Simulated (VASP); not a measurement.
# Hf (Cmcm) in VASP: a series of runs, part 2 of 2

VASP 6.6.1. The steps go on from the part before.

**3. Single point, PBEsol (strain -0.0750 x Voigt [1, -1, 0, 0, 0, 0])**

Input file INCAR:

```
SYSTEM = Hf
ALGO = Fast ; EDIFF = 1E-7
ENCUT = 520 ; GGA = PS
ISIF = 2 ; ISMEAR = 0
LASPH = .True. ; LCHARG = .True.
LELF = .True. ; LREAL = .False.
LVHAR = .True. ; LWAVE = .False.
NBANDS = 17 ; NELM = 80
PREC = Accurate ; SIGMA = 0.15
```

Input file KPOINTS:

```
k-points
0
Gamma
  18 18 10
  0 0 0
```

Input file POSCAR:

```
Hf
1.0
    2.9569461349      0.0000000000      0.0000000000
   -1.4784730674      2.9760537900      0.0000000000
    0.0000000000      0.0000000000      5.0578000000
Hf
2
Direct
    0.3333333333      0.6666666667      0.2500000000
    0.6666666667      0.3333333333      0.7500000000
```

Potentials or basis: VASP PAW PBE potentials, release 64 (Hf_pv).

The run is started by

```
> cat potpaw_PBE.64/Hf_pv/POTCAR > POTCAR
> mpirun -np 1 vasp_std > vasp.out
```

OUTCAR:

```text
SYSTEM = Hf
   EDIFF = 1E-7
   ENCUT = 520
   GGA = PS
   ISIF = 2
   ISMEAR = 0
   LASPH = .True.
   LREAL = .False.
   NELM = 80
   PREC = Accurate

 ion  position               nearest neighbor table
   1  0.333  0.667  0.250-   2 3.09   2 3.09   2 3.09   2 3.09   2 3.21   2 3.21
   2  0.667  0.333  0.750-   1 3.09   1 3.09   1 3.09   1 3.09   1 3.21   1 3.21

  LATTYP: Found a base centered orthorhombic cell.
 ALAT       =     2.9569461349
 B/A-ratio  =     2.0129239115
 C/A-ratio  =     1.7104809385

  Lattice vectors:

 A1 = (   1.4784730674,  -2.9760537900,   0.0000000000)
 A2 = (   1.4784730675,   2.9760537900,   0.0000000000)
 A3 = (   0.0000000000,   0.0000000000,   5.0578000000)

Analysis of symmetry for initial positions (statically):
=====================================================================
 Subroutine PRICEL returns:
 Original cell was already a primitive cell.

 Routine SETGRP: Setting up the symmetry group for a
 base centered orthorhombic supercell.

 Subroutine GETGRP returns: Found  8 space group operations
 (whereof  4 operations were pure point group operations)
 out of a pool of  8 trial point group operations.

The static configuration has the point symmetry C_2h.
 The point group associated with its full space group is D_2h.

Analysis of symmetry for dynamics (positions and initial velocities):
=====================================================================
 Subroutine PRICEL returns:
 Original cell was already a primitive cell.

 Routine SETGRP: Setting up the symmetry group for a
 base centered orthorhombic supercell.

 Subroutine GETGRP returns: Found  8 space group operations
 (whereof  4 operations were pure point group operations)
 out of a pool of  8 trial point group operations.

The dynamic configuration has the point symmetry C_2h.
 The point group associated with its full space group is D_2h.

 Subroutine INISYM returns: Found  8 space group operations
 (whereof  4 operations are pure point group operations),
 and found     1 'primitive' translations

----------------------------------------------------------------------------------------

                                     Primitive cell

  volume of cell :      44.5088

  direct lattice vectors                    reciprocal lattice vectors
     2.956946135  0.000000000  0.000000000     0.338186749  0.168007716  0.000000000
    -1.478473067  2.976053790  0.000000000     0.000000000  0.336015432  0.000000000
     0.000000000  0.000000000  5.057800000     0.000000000  0.000000000  0.197714421

  length of vectors
     2.956946135  3.323067675  5.057800000     0.377620007  0.336015432  0.197714421

  position of ions in fractional coordinates (direct lattice)
     0.333333333  0.666666667  0.250000000
     0.666666667  0.333333333  0.750000000

  ion indices of the primitive-cell ions
   primitive index   ion index
                 1           1
                 2           2

----------------------------------------------------------------------------------------

 KPOINTS: k-points

Automatic generation of k-mesh.
 Grid dimensions read from file:
 generate k-points for:   18   18   10

 Generating k-lattice:

  Cartesian coordinates                     Fractional coordinates (reciprocal lattice)
     0.018788153  0.009333762  0.000000000     0.055555556  0.000000000  0.000000000
     0.000000000  0.018667524  0.000000000     0.000000000  0.055555556  0.000000000
     0.000000000  0.000000000  0.019771442     0.000000000  0.000000000  0.100000000

  Length of vectors
     0.020978889  0.018667524  0.019771442

  Shift w.r.t. Gamma in fractional coordinates (k-lattice)
     0.000000000  0.000000000  0.000000000

 Subroutine IBZKPT returns following result:
 ===========================================

 Found    546 irreducible k-points:

 Following reciprocal coordinates:
            Coordinates               Weight
  0.000000  0.000000  0.000000      1.000000
  0.055556  0.000000  0.000000      4.000000
  0.111111  0.000000  0.000000      4.000000
  0.166667  0.000000  0.000000      4.000000
  0.222222  0.000000  0.000000      4.000000
  0.277778  0.000000  0.000000      4.000000
[... 16 lines left out ...]
 -0.333333  0.055556  0.000000      4.000000
 -0.277778  0.055556  0.000000      4.000000
 [... further k-points ...]
   k-points           NKPTS =    546   k-points in BZ     NKDIM =    546   number of bands    NBANDS=     17
   number of dos      NEDOS =    301   number of ions     NIONS =      2
   total plane-waves  NPLWV =  26880
   dimension x,y,z NGX =    24 NGY =   28 NGZ =   40
   dimension x,y,z NGXF=    48 NGYF=   56 NGZF=   80
   ions per type =               2
   NGX,Y,Z   is equivalent  to a cutoff of  13.49, 14.01, 13.15 a.u.
   NGXF,Y,Z  is equivalent  to a cutoff of  26.99, 28.02, 26.30 a.u.
 SYSTEM =  Hf
   PREC   = accura    normal or accurate (medium, high low for compatibility)
   ISTART =      0    job   : 0-new  1-cont  2-samecut
   ICHARG =      2    charge: 1-file 2-atom 10-const
   ISPIN  =      1    spin polarized calculation?
   LNONCOLLINEAR =      F non collinear calculations
   LSORBIT =      F    spin-orbit coupling
   LASPH  =      T    aspherical Exc in radial PAW
   ENCUT  =  520.0 eV  38.22 Ry    6.18 a.u.   5.50  6.18  9.40*2*pi/ulx,y,z
   NELM   =     80;   NELMIN=  2; NELMDL= -5     # of ELM steps
   EDIFF  = 0.1E-06   stopping-criterion for ELM
   LREAL  =      F    real-space projection
   EDIFFG = 0.1E-05   stopping-criterion for IOM
   NSW    =      0    number of steps for IOM
   IBRION =     -1    ionic relax: 0-MD 1-quasi-New 2-CG
   NFREE  =      0    steps in history (QN), initial steepest desc. (CG)
   ISIF   =      2    stress and relaxation
   ISYM   =      2    0-nonsym 1-usesym 2-fastsym
   POTIM  = 0.5000    time-step for ionic-motion
   TEBEG  =    0.0;   TEEND  =   0.0 temperature during run
   PSTRESS=    0.0 pullay stress
   NELECT =      20.0000    total number of electrons
   NUPDOWN=      -1.0000    fix difference up-down
   EMIN   =  10.00;   EMAX   =-10.00  energy-range for DOS
   EFERMI =   0.00;   METHOD = LEGACY
   ISMEAR =     0;   SIGMA  =   0.15  broadening in eV -4-tet -1-fermi 0-gaus
   EFERMI_NEDOS =   21; number of points for ismear=-14 and -15
   IALGO  =     68    algorithm
   IMIX   =      4    mixing-type and parameters
     AMIX     =   0.40;   BMIX     =  1.00
     AMIX_MAG =   1.60;   BMIX_MAG =  1.00
  volume/ion in A,a.u.               =      22.25       150.18
  Fermi-wavevector in a.u.,A,eV,Ry     =   1.253919  2.369564 21.392622  1.572313
  Thomas-Fermi vector in A             =   2.387749
   LORBIT       =      0    0 simple, 1 ext, 2 COOP (PROOUT), +10 PAW based schemes
   GGA     = PS    functional components
   LHFCALC =     F    Hartree Fock is set to
   AEXX    =    0.0000 exact exchange contribution
   IVDW    =     0    specifies the selected vdW correction
   LEPSILON=     F    determine dielectric tensor
   LRPA    =     F    only Hartree local field effects (RPA)
 non-spin polarized calculation
 RMM-DIIS sequential band-by-band and
 Gauss-broadening in eV      SIGMA  =   0.15
  energy-cutoff  :      520.00
  volume of cell :       44.51
 maximum number of plane-waves:      1220
 NGX is ok and might be reduce to    24
   NGX = 11   NGY = 13   NGZ = 19

 number of electron      20.0000002 magnetization

 Free energy of the ion-electron system (eV)
  ---------------------------------------------------
  ext. energy  EPLUGINS =         0.00000000
  ---------------------------------------------------
  free energy    TOTEN  =       -20.80012870 eV

  energy without entropy =      -20.77709199  energy(sigma->0) =      -20.78861034

 E-fermi :   4.6802     XC(G=0): -11.4042

 val. band max:        4.6782246259   @ k =   0.3889   0.2778   0.3000
 cond. band min:       4.6854415883   @ k =   0.4444   0.2222   0.1000
 fundamental gap:      0.0072169625
 Fermi energy:         4.6801733814

 k-point     1 :       0.0000    0.0000    0.0000
  band No.  band energies     occupation
      1     -26.2274      2.00000
      2     -25.5459      2.00000
      3     -25.4171      2.00000
      4     -25.3396      2.00000
      5     -25.3236      2.00000
      6     -25.1960      2.00000
[... 9 lines left out ...]
     16       8.1313      0.00000
     17       9.6030      0.00000
[... 443 lines left out ...]
      1     -26.0365      2.00000
      2     -25.8152      2.00000
      3     -25.7382      2.00000
      4     -25.5663      2.00000
      5     -25.4302      2.00000
      6     -25.4100      2.00000
[... 9 lines left out ...]
     16       8.3904      0.00000
     17      10.6632      0.00000

 [... further k-points ...]

------------------------ aborting loop because EDIFF is reached ----------------------------------------

  FORCE on cell =-STRESS in cart. coord.  units (eV):
  Direction    XX          YY          ZZ          XY          YZ          ZX
  --------------------------------------------------------------------------------------
  -------------------------------------------------------------------------------------
  Total        1.8987753     -2.9672969     -1.5079559     -0.0000000     -0.0000000      0.0000000
  in kB       68.3499692   -106.8134026    -54.2816913     -0.0000000     -0.0000000      0.0000000
  external PRESSURE =     -30.9150416 kB  Pullay stress =       0.0000000 kB

 VOLUME and BASIS-vectors are now :
 -----------------------------------------------------------------------------
  energy-cutoff  :      520.00
  volume of cell :       44.51
      direct lattice vectors                 reciprocal lattice vectors
     2.956946135  0.000000000  0.000000000     0.338186749  0.168007716  0.000000000
    -1.478473067  2.976053790  0.000000000     0.000000000  0.336015432  0.000000000
     0.000000000  0.000000000  5.057800000     0.000000000  0.000000000  0.197714421

 POSITION                                       TOTAL-FORCE (eV/Angst)
 -----------------------------------------------------------------------------------
     -0.00000      1.98404      1.26445         0.000000      0.237399     -0.000000
      1.47847      0.99202      3.79335        -0.000000     -0.237399      0.000000
 -----------------------------------------------------------------------------------
    total drift:                               -0.000000      0.000000     -0.000000

  FREE ENERGIE OF THE ION-ELECTRON SYSTEM (eV)
  ---------------------------------------------------
  free  energy   TOTEN  =       -20.8001287024 eV

  energy  without entropy=      -20.7770919864  energy(sigma->0) =      -20.78861034
```

Run time: 9.8 min. Hardware: 1 thread of Intel Xeon 6975P-C, shared host; peak memory 0.45 GiB.

What came out:

| Item | Value |
| --- | --- |
| Free energy | -20.8001 eV |
| Pressure | -3.1 GPa |
| Largest force | 0.237 eV/Å |
| Band gap on the k mesh | zero (band 10 reaches 5.47 eV, above the bottom of band 11 at 4.29 eV) |

Forces in eV/Å, atoms in the order of the input:
```
Hf   0.000  0.237  0.000
Hf   0.000 -0.237  0.000
```

Stress tensor (GPa, compression positive):
```
  6.83   0.00   0.00
  0.00 -10.68   0.00
  0.00   0.00  -5.43
```

Caveat: the cell differs from its parent crystal (strain -0.0750 x Voigt [1, -1, 0, 0, 0, 0]); the PAW data sets were made with another functional, which shifts forces and pressure a little; spin-orbit coupling is left out, which moves the levels of the heavy elements.
